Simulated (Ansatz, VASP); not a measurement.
**HgTe: VASP beside Ansatz**

POSCAR

```
HgTe
1.0
    0.0000000000      3.2568009036      3.2568009036
    3.2568009036      0.0000000000      3.2568009036
    3.2568009036      3.2568009036      0.0000000000
Hg Te
1 1
Direct
    0.0000000000      0.0000000000      0.0000000000
    0.7500000000      0.7500000000      0.7500000000
```

The input INCAR.step1:

```
PREC = Accurate ; ENCUT = 520
EDIFF = 1E-5 ; ISMEAR = -1
SIGMA = 0.05 ; LREAL = False
LASPH = True ; NELM = 80
ALGO = Normal ; ISIF = 2
LWAVE = True ; LCHARG = False
GGA = PE ; NBANDS = 16
```

The input INCAR.step2:

```
PREC = Accurate ; ENCUT = 520
EDIFF = 1E-7 ; ISMEAR = -1
SIGMA = 0.05 ; LREAL = False
LASPH = True ; NELM = 80
ALGO = Normal ; ISIF = 2
LWAVE = False ; LCHARG = False
GGA = PE ; LHFCALC = True
AEXX = 0.25 ; HFSCREEN = 0.3
PRECFOCK = Normal ; ISTART = 1
NBANDS = 16
```

File KPOINTS:

```
Automatic mesh
0
Gamma
  4 4 4
```

Contents of input.yaml:

```yaml
crystal:
  lattice:
    - [0.0, 3.2568009036, 3.2568009036]
    - [3.2568009036, 0.0, 3.2568009036]
    - [3.2568009036, 3.2568009036, 0.0]
  atoms:
    - { symbol: Hg, position: [0.0, 0.0, 0.0] }
    - { symbol: Te, position: [0.75, 0.75, 0.75] }
hamiltonian:
  xc: { exchange: pbe, correlation: pbe, exx: { coeff: 0.25, omega: 0.3 } }
  pseudopotentials: { kind: paw }
kpoints:
  mp_grid: { grid: [4, 4, 4] }
scf:
  occupations: { method: fermi_dirac, width: 0.05 }
output:
  forces: true
  stress: true
  eigenvalues: true
```

Alike in both runs: task single point; functional PBE-based screened hybrid with a share of 0.25 of exact exchange and HFSCREEN = 0.3; k mesh 4 × 4 × 4; occupations fermi-dirac, width 0.05 eV; no spin polarisation.

|  | VASP | Ansatz |
| --- | --- | --- |
| version | VASP 6.6.1 | Ansatz 0.2.0 |
| potentials or method | VASP PAW PBE potentials, release 64 (Hg, Te) | Ansatz PAW |
| plane-wave cutoff (eV) | 520 | 420 |
| valence electrons in the cell | 18 | 36 |

|  | VASP | Ansatz | Ansatz less VASP |
| --- | --- | --- | --- |
| gap on the k mesh at the Fermi level (eV) | none | none | - |
| pressure (GPa) | 1.6 | 1.6 | +0.03 |

VASP's potentials were made for PBE, not for PBE-based screened hybrid. A gap of «none» marks a metal or a gap that the smearing closes. VASP's potentials hold 18 valence electrons a cell and Ansatz's 36, so a difference there can come from the potentials and not from the codes.

The k mesh is coarse, so the values compare programs but aren't converged. Spin-orbit coupling is off throughout.
